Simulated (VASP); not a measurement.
# P (R-3m) in VASP: notebook

The runs below take P through single point, with PBE+D3(BJ).

Everything below comes from runs of VASP 6.6.1. Logs are shortened: lines on timing, memory, paths and dates and some standing lists are left out, and cuts for length are marked.

## (1) The cell of the first run

It takes space group R-3m (No. 166, trigonal). The conventional cell has a = 3.153 Å, b = 3.153 Å, c = 9.457 Å, α = 90.00°, β = 90.00°, γ = 120.00°. Within 2.9 Å of P (site symmetry 3m) lie 6 P at 2.22 to 2.62 Å.

## (2) Single point, PBE+D3(BJ) (strain -0.080 along x and y, +0.080 along z)

Contents of INCAR:

```
SYSTEM = P
PREC = Accurate
ENCUT = 520
EDIFF = 1E-6
ISMEAR = 0
SIGMA = 0.15
LREAL = .False.
LASPH = .True.
NELM = 100
ALGO = Normal
ISIF = 2
LWAVE = .False.
LCHARG = .False.
GGA = PE
IVDW = 12
NBANDS = 12
```

Contents of KPOINTS:

```
Automatic mesh
0
Gamma
  24 24 24
  0 0 0
```

Contents of POSCAR:

```
P
1.0
    1.5767427188      0.9103328331      3.1524195371
   -1.5767427188      0.9103328331      3.1524195371
    0.0000000000     -1.8206656662      3.1524195371
P
2
Direct
    0.2336660455      0.2336660455      0.2336660455
    0.7663339545      0.7663339545      0.7663339545
```

Potentials or basis: VASP PAW PBE potentials, release 64 (P).

On the command line:

```sh
$ cat potpaw_PBE.64/P/POTCAR > POTCAR
$ mpirun -np 1 vasp_std > vasp.out
```

OUTCAR:

```text
SYSTEM = P
   PREC = Accurate
   ENCUT = 520
   EDIFF = 1E-6
   ISMEAR = 0
   LREAL = .False.
   LASPH = .True.
   NELM = 100
   ISIF = 2
   GGA = PE
   IVDW = 12
 IVDW          = 12

 ion  position               nearest neighbor table
   1  0.234  0.234  0.234-   2 2.22   2 2.22   2 2.22   2 2.62   2 2.62   2 2.62
   2  0.766  0.766  0.766-   1 2.22   1 2.22   1 2.22   1 2.62   1 2.62   1 2.62

  LATTYP: Found a trigonal (rhomboedric) cell.
 ALAT       =     3.6404082747
 COS(alpha) =     0.6248098067

  Lattice vectors:

 A1 = (   1.5767427188,   0.9103328331,   3.1524195371)
 A2 = (  -1.5767427188,   0.9103328331,   3.1524195371)
 A3 = (   0.0000000000,  -1.8206656662,   3.1524195371)

Analysis of symmetry for initial positions (statically):
=====================================================================
 Subroutine PRICEL returns:
 Original cell was already a primitive cell.

 Routine SETGRP: Setting up the symmetry group for a
 trigonal (rhombohedral) supercell.

 Subroutine GETGRP returns: Found 12 space group operations
 (whereof 12 operations were pure point group operations)
 out of a pool of 12 trial point group operations.

The static configuration has the point symmetry D_3d.

Analysis of symmetry for dynamics (positions and initial velocities):
=====================================================================
 Subroutine PRICEL returns:
 Original cell was already a primitive cell.

 Routine SETGRP: Setting up the symmetry group for a
 trigonal (rhombohedral) supercell.

 Subroutine GETGRP returns: Found 12 space group operations
 (whereof 12 operations were pure point group operations)
 out of a pool of 12 trial point group operations.

The dynamic configuration has the point symmetry D_3d.

 Subroutine INISYM returns: Found 12 space group operations
 (whereof 12 operations are pure point group operations),
 and found     1 'primitive' translations

----------------------------------------------------------------------------------------

                                     Primitive cell

  volume of cell :      27.1492

  direct lattice vectors                    reciprocal lattice vectors
     1.576742719  0.910332833  3.152419537     0.317109440  0.183083220  0.105738887
    -1.576742719  0.910332833  3.152419537    -0.317109440  0.183083220  0.105738887
     0.000000000 -1.820665666  3.152419537     0.000000000 -0.366166441  0.105738887

  length of vectors
     3.640408275  3.640408275  3.640408275     0.381128029  0.381128029  0.381128029

  position of ions in fractional coordinates (direct lattice)
     0.233666046  0.233666046  0.233666046
     0.766333954  0.766333954  0.766333954

  ion indices of the primitive-cell ions
   primitive index   ion index
                 1           1
                 2           2

----------------------------------------------------------------------------------------

 KPOINTS: Automatic mesh

Automatic generation of k-mesh.
 Grid dimensions read from file:
 generate k-points for:   24   24   24

 Generating k-lattice:

  Cartesian coordinates                     Fractional coordinates (reciprocal lattice)
     0.013212893  0.007628468  0.004405787     0.041666667  0.000000000 -0.000000000
    -0.013212893  0.007628468  0.004405787     0.000000000  0.041666667 -0.000000000
     0.000000000 -0.015256935  0.004405787    -0.000000000 -0.000000000  0.041666667

  Length of vectors
     0.015880335  0.015880335  0.015880335

  Shift w.r.t. Gamma in fractional coordinates (k-lattice)
     0.000000000  0.000000000  0.000000000

 Subroutine IBZKPT returns following result:
 ===========================================

 Found   1313 irreducible k-points:

 Following reciprocal coordinates:
            Coordinates               Weight
  0.000000  0.000000  0.000000      1.000000
  0.041667  0.000000  0.000000      6.000000
  0.083333  0.000000  0.000000      6.000000
  0.125000  0.000000  0.000000      6.000000
  0.166667  0.000000  0.000000      6.000000
  0.208333  0.000000  0.000000      6.000000
[... 16 lines left out ...]
  0.416667  0.041667  0.000000     12.000000
  0.458333  0.041667  0.000000     12.000000
 [... further k-points ...]
   k-points           NKPTS =   1313   k-points in BZ     NKDIM =   1313   number of bands    NBANDS=     12
   number of dos      NEDOS =    301   number of ions     NIONS =      2
   total plane-waves  NPLWV =  21952
   dimension x,y,z NGX =    28 NGY =   28 NGZ =   28
   dimension x,y,z NGXF=    56 NGYF=   56 NGZF=   56
   ions per type =               2
   NGX,Y,Z   is equivalent  to a cutoff of  12.79, 12.79, 12.79 a.u.
   NGXF,Y,Z  is equivalent  to a cutoff of  25.57, 25.57, 25.57 a.u.
 SYSTEM =  P
   PREC   = accura    normal or accurate (medium, high low for compatibility)
   ISTART =      0    job   : 0-new  1-cont  2-samecut
   ICHARG =      2    charge: 1-file 2-atom 10-const
   ISPIN  =      1    spin polarized calculation?
   LNONCOLLINEAR =      F non collinear calculations
   LSORBIT =      F    spin-orbit coupling
   LASPH  =      T    aspherical Exc in radial PAW
   ENCUT  =  520.0 eV  38.22 Ry    6.18 a.u.   6.77  6.77  6.77*2*pi/ulx,y,z
   NELM   =    100;   NELMIN=  2; NELMDL= -5     # of ELM steps
   EDIFF  = 0.1E-05   stopping-criterion for ELM
   LREAL  =      F    real-space projection
   EDIFFG = 0.1E-04   stopping-criterion for IOM
   NSW    =      0    number of steps for IOM
   IBRION =     -1    ionic relax: 0-MD 1-quasi-New 2-CG
   NFREE  =      0    steps in history (QN), initial steepest desc. (CG)
   ISIF   =      2    stress and relaxation
   ISYM   =      2    0-nonsym 1-usesym 2-fastsym
   POTIM  = 0.5000    time-step for ionic-motion
   TEBEG  =    0.0;   TEEND  =   0.0 temperature during run
   PSTRESS=    0.0 pullay stress
   NELECT =      10.0000    total number of electrons
   NUPDOWN=      -1.0000    fix difference up-down
   EMIN   =  10.00;   EMAX   =-10.00  energy-range for DOS
   EFERMI =   0.00;   METHOD = LEGACY
   ISMEAR =     0;   SIGMA  =   0.15  broadening in eV -4-tet -1-fermi 0-gaus
   EFERMI_NEDOS =   21; number of points for ismear=-14 and -15
   IALGO  =     38    algorithm
   IMIX   =      4    mixing-type and parameters
     AMIX     =   0.40;   BMIX     =  1.00
     AMIX_MAG =   1.60;   BMIX_MAG =  1.00
  volume/ion in A,a.u.               =      13.57        91.61
  Fermi-wavevector in a.u.,A,eV,Ry     =   1.173517  2.217626 18.737157  1.377142
  Thomas-Fermi vector in A             =   2.309929
   LORBIT       =      0    0 simple, 1 ext, 2 COOP (PROOUT), +10 PAW based schemes
   GGA     = PE    functional components
   LHFCALC =     F    Hartree Fock is set to
   AEXX    =    0.0000 exact exchange contribution
   IVDW    =    12    specifies the selected vdW correction
   LEPSILON=     F    determine dielectric tensor
   LRPA    =     F    only Hartree local field effects (RPA)
 non-spin polarized calculation
 Gauss-broadening in eV      SIGMA  =   0.15
  energy-cutoff  :      520.00
  volume of cell :       27.15
 maximum number of plane-waves:       750
   NGX = 13   NGY = 13   NGZ = 13

 number of electron      10.0000000 magnetization

 Free energy of the ion-electron system (eV)
  ---------------------------------------------------
  ext. energy  EPLUGINS =         0.00000000
  ---------------------------------------------------
  free energy    TOTEN  =       -10.24839094 eV

  energy without entropy =      -10.24220870  energy(sigma->0) =      -10.24529982

 E-fermi :  11.0393     XC(G=0): -11.5729

 val. band max:       11.0373460031   @ k =   0.3750   0.2500   0.1667
 cond. band min:      11.0404539105   @ k =  -0.4167   0.0833   0.0417
 fundamental gap:      0.0031079074
 Fermi energy:        11.0393404713

 k-point     1 :       0.0000    0.0000    0.0000
  band No.  band energies     occupation
      1      -6.7412      2.00000
      2       6.2908      2.00000
      3       7.7546      2.00000
      4       9.4296      2.00000
      5       9.4296      2.00000
      6      14.3761      0.00000
      7      14.9282      0.00000
      8      14.9282      0.00000
      9      17.4559      0.00000
     10      17.4559      0.00000
     11      18.3985      0.00000
     12      18.3985      0.00000

 k-point     2 :       0.0417    0.0000    0.0000
  band No.  band energies     occupation
      1      -6.7069      2.00000
      2       6.2358      2.00000
      3       7.7870      2.00000
      4       9.2333      2.00000
      5       9.3885      2.00000
      6      14.5458      0.00000
      7      14.9157      0.00000
      8      14.9164      0.00000
      9      17.0905      0.00000
     10      17.1387      0.00000
     11      17.8001      0.00000
     12      18.8915      0.00000

 k-point     3 :       0.0833    0.0000    0.0000
  band No.  band energies     occupation
      1      -6.6039      2.00000
      2       6.0816      2.00000
      3       7.7540      2.00000
      4       8.8773      2.00000
      5       9.2743      2.00000
      6      14.5610      0.00000
      7      14.7945      0.00000
      8      15.1773      0.00000
      9      16.3362      0.00000
     10      16.8687      0.00000
     11      17.4436      0.00000
     12      19.7655      0.00000
[... 286 lines left out ...]
 k-point    23 :       0.4167    0.0417    0.0000
  band No.  band energies     occupation
      1      -3.6128      2.00000
      2       0.2337      2.00000
      3       6.4705      2.00000
      4       7.8901      2.00000
      5       9.9660      2.00000
      6      11.0806      0.69760
      7      12.0198      0.00000
      8      12.7251      0.00000
      9      17.7837      0.00000
     10      21.3981      0.00000
     11      22.1221      0.00000
     12      24.0839      0.00000

 k-point    24 :       0.4583    0.0417    0.0000
  band No.  band energies     occupation
      1      -2.9769      2.00000
      2      -0.6080      2.00000
      3       6.6650      2.00000
      4       7.8076      2.00000
      5       9.6060      2.00000
      6      10.9413      1.64450
      7      12.1109      0.00000
      8      12.5086      0.00000
      9      18.3638      0.00000
     10      20.6173      0.00000
     11      23.1610      0.00000
     12      25.2433      0.00000

 [... further k-points ...]

------------------------ aborting loop because EDIFF is reached ----------------------------------------

 Edisp (eV)   -1.04003

 E8    (eV) :    -0.3924

  FORCE on cell =-STRESS in cart. coord.  units (eV):
  Direction    XX          YY          ZZ          XY          YZ          ZX
  --------------------------------------------------------------------------------------
  -------------------------------------------------------------------------------------
  Total       3.30763     3.30763     0.55364     0.00000     0.00000     0.00000
  in kB     195.19590   195.19590    32.67262     0.00000     0.00000     0.00000
  external pressure =      141.02 kB  Pullay stress =        0.00 kB

 VOLUME and BASIS-vectors are now :
 -----------------------------------------------------------------------------
  energy-cutoff  :      520.00
  volume of cell :       27.15
      direct lattice vectors                 reciprocal lattice vectors
     1.576742719  0.910332833  3.152419537     0.317109440  0.183083220  0.105738887
    -1.576742719  0.910332833  3.152419537    -0.317109440  0.183083220  0.105738887
     0.000000000 -1.820665666  3.152419537     0.000000000 -0.366166441  0.105738887

 POSITION                                       TOTAL-FORCE (eV/Angst)
 -----------------------------------------------------------------------------------
      0.00000      0.00000      2.20984         0.000000      0.000000      0.180811
      0.00000      0.00000      7.24742         0.000000     -0.000000     -0.180811
 -----------------------------------------------------------------------------------
    total drift:                               -0.000000     -0.000000     -0.000000

  FREE ENERGIE OF THE ION-ELECTRON SYSTEM (eV)
  ---------------------------------------------------
  free  energy   TOTEN  =       -11.2884241685 eV

  energy  without entropy=      -11.2822419343  energy(sigma->0) =      -11.28533305
```

Wall time 5.1 min (1 thread of Intel Xeon 6975P-C, shared host); peak memory 0.44 GiB.

What came out:

| Property | Result |
| --- | --- |
| Free energy | -11.2884 eV |
| Pressure | 14.1 GPa |
| Largest force | 0.181 eV/Å |
| Band gap on the k mesh | zero (band 5 reaches 12.98 eV, above the bottom of band 6 at 10.00 eV) |
| Dispersion energy per atom | -0.520 eV |

Forces in eV/Å, atoms in the order of the input:
```
P    0.000  0.000  0.181
P    0.000  0.000 -0.181
```

Stress tensor (GPa, compression positive):
```
19.52  0.00  0.00
 0.00 19.52  0.00
 0.00  0.00  3.27
```

Caveat: the cell differs from its parent crystal (strain -0.080 along x and y, +0.080 along z); pairwise dispersion overbinds metals, which lowers pressure and volume.

## (3) Single point, PBE+D3(BJ) (strain +0.000 along x and y, -0.080 along z)

Contents of INCAR:

```
ALGO = Normal ; EDIFF = 1E-6
ENCUT = 520 ; GGA = PE
ISIF = 2 ; ISMEAR = 0
IVDW = 12 ; LASPH = T
LCHARG = F ; LREAL = F
LWAVE = F ; NBANDS = 12
NELM = 80 ; PREC = Accurate
SIGMA = 0.15
```

Contents of KPOINTS:

```
k-points
0
Gamma
  24 24 24
```

Contents of POSCAR:

```
P
1.0
    1.7138507813      0.9894922099      2.6853944205
   -1.7138507813      0.9894922099      2.6853944205
    0.0000000000     -1.9789844198      2.6853944205
P
2
Direct
    0.2336660455      0.2336660455      0.2336660455
    0.7663339545      0.7663339545      0.7663339545
```

Potentials or basis: VASP PAW PBE potentials, release 64 (P).

On the command line:

```sh
$ cat potpaw_PBE.64/P/POTCAR > POTCAR
$ mpirun -np 1 vasp_std > vasp.out
```

It took 5.6 min on 1 thread of Intel Xeon 6975P-C, shared host; peak memory 0.44 GiB.

Results (log left out):

* Free energy: -11.4807 eV
* Pressure: 7.1 GPa
* Largest force: 0.749 eV/Å
* Band gap on the k mesh: zero (band 5 reaches 11.86 eV, above the bottom of band 6 at 9.63 eV)
* Dispersion energy per atom: -0.517 eV

Forces on the atoms (eV/Å):
```
P    0.000  0.000  0.749
P    0.000  0.000 -0.749
```

Stress tensor (GPa, compression positive):
```
 4.59  0.00  0.00
 0.00  4.59  0.00
 0.00  0.00 12.19
```

Levels at points of the mesh, in eV from the Fermi level:
| k point | band 2 | band 3 | band 4 | band 5 | band 6 | band 7 | band 8 | band 9 |
| --- | --- | --- | --- | --- | --- | --- | --- | --- |
| (0.00, 0.00, 0.00) | -3.14 | -3.14 | -1.81 | -1.28 | 2.84 | 3.24 | 3.24 | 5.70 |
| (0.50, 0.00, 0.00) | -12.90 | -3.29 | -2.21 | -0.66 | -0.38 | 1.09 | 1.82 | 10.96 |
| (0.50, 0.50, 0.00) | -10.08 | -7.29 | -6.38 | -5.42 | -0.13 | 8.26 | 8.54 | 9.15 |
| (0.50, 0.50, 0.50) | -11.75 | -3.10 | -3.10 | -1.31 | -1.31 | -0.01 | 1.72 | 11.21 |

Caveat: the cell differs from its parent crystal (strain +0.000 along x and y, -0.080 along z); pairwise dispersion overbinds metals, which lowers pressure and volume.

## (4) Single point, PBE+D3(BJ) (strain +0.080 along x and y, -0.080 along z)

Contents of INCAR:

```
SYSTEM = P
ALGO     = Normal         ! electronic algorithm
EDIFF    = 1E-7           ! SCF threshold, eV
ENCUT    = 520            ! plane-wave cutoff, eV
GGA      = PE             ! functional
ISIF     = 2              ! what is computed and relaxed
ISMEAR   = 0              ! smearing method
IVDW     = 12             ! dispersion correction
LASPH    = .TRUE.         ! aspherical terms in the spheres
LCHARG   = .FALSE.        ! write CHGCAR
LREAL    = .FALSE.        ! projectors in reciprocal space
LWAVE    = .FALSE.        ! write WAVECAR
NBANDS   = 12             ! bands
NELM     = 60             ! most SCF steps
PREC     = Accurate       ! precision mode
SIGMA    = 0.15           ! smearing width, eV
```

Contents of KPOINTS:

```
k-points
0
G
  24 24 24
  0 0 0
```

Contents of POSCAR:

```
P
1.0
    1.8509588438      1.0686515867      2.6853944205
   -1.8509588438      1.0686515867      2.6853944205
    0.0000000000     -2.1373031734      2.6853944205
P
2
Direct
    0.2336660455      0.2336660455      0.2336660455
    0.7663339545      0.7663339545      0.7663339545
```

On the command line:

```sh
$ cat potpaw_PBE.64/P/POTCAR > POTCAR
$ mpirun -np 1 vasp_std > vasp.out
```

Wall time 4.9 min (1 thread of Intel Xeon 6975P-C, shared host); peak memory 0.48 GiB.

The run converged. Its results:

| Property | Result |
| --- | --- |
| Free energy | -11.2894 eV |
| Pressure | -9.5 GPa |
| Largest force | 0.077 eV/Å |
| Band gap on the k mesh | zero (band 5 reaches 8.94 eV, above the bottom of band 6 at 7.31 eV) |
| Dispersion energy per atom | -0.443 eV |

Forces on the atoms (eV/Å):
```
P    0.000  0.000  0.077
P    0.000  0.000 -0.077
```

Stress tensor (GPa, compression positive):
```
-15.35   0.00   0.00
  0.00 -15.35   0.00
  0.00   0.00   2.16
```

Levels at points of the mesh, in eV from the Fermi level:
```
           k point  band 2  band 3  band 4  band 5  band 6  band 7  band 8  band 9
(0.00, 0.00, 0.00)   -2.81   -2.76   -2.76   -0.69    3.33    3.70    3.70    5.63
(0.50, 0.00, 0.00)  -11.58   -2.40   -1.10   -0.12    0.15    1.15    2.35    9.44
(0.50, 0.50, 0.00)   -8.65   -6.78   -5.53   -3.86    1.24    7.13    7.18    8.89
(0.50, 0.50, 0.50)  -10.09   -2.64   -2.64   -1.07   -1.07   -0.94    0.94   10.97
```

Caveat: the cell differs from its parent crystal (strain +0.080 along x and y, -0.080 along z); pairwise dispersion overbinds metals, which lowers pressure and volume.

(Continued in part 2 of 2.)
